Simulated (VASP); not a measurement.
Input of a VASP 6.6.1 run:

Contents of INCAR:

```
SYSTEM = MgI2
ALGO     = Normal         ! electronic algorithm
EDIFF    = 1E-7           ! SCF threshold, eV
ENCUT    = 520            ! plane-wave cutoff, eV
GGA      = PE             ! functional
ISIF     = 2              ! what is computed and relaxed
ISMEAR   = 0              ! smearing method
LASPH    = .True.         ! aspherical terms in the spheres
LCHARG   = .True.         ! write CHGCAR
LELF     = .True.         ! ELF
LREAL    = .False.        ! projectors in reciprocal space
LVHAR    = .True.       
LWAVE    = .False.        ! write WAVECAR
NBANDS   = 15             ! bands
NELM     = 60             ! most SCF steps
PREC     = Accurate       ! precision mode
SIGMA    = 0.05           ! smearing width, eV
```

File KPOINTS:

```
k-points
0
Gamma
  6 6 4
  0 0 0
```

The input POSCAR:

```
MgI2
1.0
    4.1537001214      0.0000000000      0.0000000000
   -2.0768500607      3.5972098248      0.0000000000
    0.0000000000      0.0000000000      6.8620000000
Mg I
1 2
Direct
   -0.0402781269     -0.0294856354      0.0000000000
    0.3333333333      0.6666666667      0.7576300000
    0.6666666667      0.3333333333      0.2423700000
```

Potentials or basis: VASP PAW PBE potentials, release 64 (Mg, I).

Run with:

```bash
$ cat potpaw_PBE.64/Mg/POTCAR potpaw_PBE.64/I/POTCAR > POTCAR
$ mpirun -np 1 vasp_std > vasp.out
```

Question: What does it give for the band gap on the k mesh?

Answer: 3.50 eV, indirect (least direct gap 3.68 eV).

Question: Estimate the largest force.

Answer: 0.385 eV/Å.

Forces on the atoms (eV/Å):
```
Mg   0.272  0.272  0.009
I   -0.178 -0.136 -0.085
I   -0.094 -0.136  0.075
```

Caveat: the cell differs from its parent crystal (all Mg atoms moved -0.150 Å, as atom 1 along Cartesian [1 1 0]); spin-orbit coupling is left out, which moves the levels of the heavy elements. A k mesh can miss the band edges.
